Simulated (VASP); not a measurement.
A run of VASP 6.6.1 is set up as follows.

File INCAR:

```
SYSTEM = ZrOs
ALGO = Normal
EDIFF = 1E-8
ENCUT = 520
ISIF = 2
ISMEAR = -1
LASPH = .True.
LCHARG = .False.
LEFG = .True.
LREAL = .False.
LWAVE = .False.
NBANDS = 17
NELM = 100
PREC = Accurate
SIGMA = 0.03
```

Contents of KPOINTS:

```
k-points
0
Gamma
  13 13 13
  0 0 0
```

POSCAR

```
ZrOs
1.0
    3.2188999994      0.0000000000      0.0000000000
    0.0000000000      3.2188999994      0.0000000000
    0.0000000000      0.0000000000      3.2188999994
Zr Os
1 1
Direct
    0.5000000000      0.5000000000      0.5000000000
    0.0000000000      0.0000000000      0.0000000000
```

Potentials or basis: VASP PAW LDA potentials, release 64 (Zr_sv, Os).

Run with:

```sh
$ cat potpaw_LDA.64/Zr_sv/POTCAR potpaw_LDA.64/Os/POTCAR > POTCAR
$ mpirun -np 1 vasp_std > vasp.out
```

Task: Estimate the band gap on the k mesh.

Result: Zero (bands 10 and 11 overlap by 1.12 eV).

Task: Predict the pressure.

Result: 2.0 GPa.

Caveat: spin-orbit coupling is left out, which moves the levels of the heavy elements.
